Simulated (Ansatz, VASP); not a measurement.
# One calculation of Ag, two programs

Contents of POSCAR:

```
Ag
1.0
   -1.7384367000      1.7384367000      1.6142626500
    1.7384367000     -1.7384367000      1.6142626500
    1.7384367000      1.7384367000     -1.6142626500
Ag
1
Direct
    0.0000000000      0.0000000000      0.0000000000
```

The input INCAR.step1:

```
  PREC = Accurate
  ENCUT = 520
  ISMEAR = 0
  SIGMA = 0.15
  LREAL = F
  LASPH = T
  NELM = 100
  NBANDS = 12
  GGA = PE
  ALGO = Normal
  EDIFF = 1E-4
  LWAVE = T
  LCHARG = F
```

INCAR.step2

```
  PREC = Accurate
  ENCUT = 520
  EDIFF = 1E-7
  ISMEAR = 0
  SIGMA = 0.15
  LREAL = F
  LASPH = T
  NELM = 100
  ALGO = Normal
  ISIF = 2
  LWAVE = F
  LCHARG = F
  METAGGA = R2SCAN
  LMIXTAU = T
  NBANDS = 12
  ISTART = 1
```

Contents of KPOINTS:

```
Automatic mesh
0
Gamma
  20 20 20
```

Input for Ansatz:

```yaml
crystal:
  lattice:
    - [-1.7384367, 1.7384367, 1.61426265]
    - [1.7384367, -1.7384367, 1.61426265]
    - [1.7384367, 1.7384367, -1.61426265]
  atoms:
    - { symbol: Ag, position: [0.0, 0.0, 0.0] }
basis:
  ecutwfc: 500
kpoints:
  mp_grid: { grid: [20, 20, 20] }
hamiltonian:
  xc: r2scan
scf:
  occupations: { method: gaussian, width: 0.15 }
output:
  forces: true
  stress: true
  eigenvalues: true
```

Change from the starting cell: strain +0.050 along x and y, -0.025 along z, atoms carried along.

Alike in both runs: task single point; functional r2SCAN; k mesh 20 × 20 × 20; occupations gaussian, width 0.15 eV; no spin polarisation.

|  | VASP | Ansatz |
| --- | --- | --- |
| version | VASP 6.6.1 | Ansatz 0.2.0 |
| potentials or method | VASP PAW PBE potentials, release 64 (Ag), cutoff 520 eV | scalar-relativistic, plane waves, PAW |
| valence electrons in the cell | 11 | 19 |

Ansatz gave:

| Item | Value |
| --- | --- |
| gap on the k mesh at the Fermi level (eV) | none |
| pressure (GPa) | -8.2 |
| traceless stress, the component that is largest in VASP (GPa) | -0.18 |

Problem. Which values does VASP return?

Solution. gap on the k mesh at the Fermi level (eV): none; pressure (GPa): -8.2; traceless stress, the component that is largest in VASP (GPa): -0.19.

VASP's potentials were made for PBE, not for r2SCAN. A gap of «none» marks a metal or a gap that the smearing closes. With one functional, cell and mesh, what is left measures potentials, basis and numerics. VASP's potentials hold 11 valence electrons a cell and Ansatz's 19, so a difference there can come from the potentials and not from the codes.
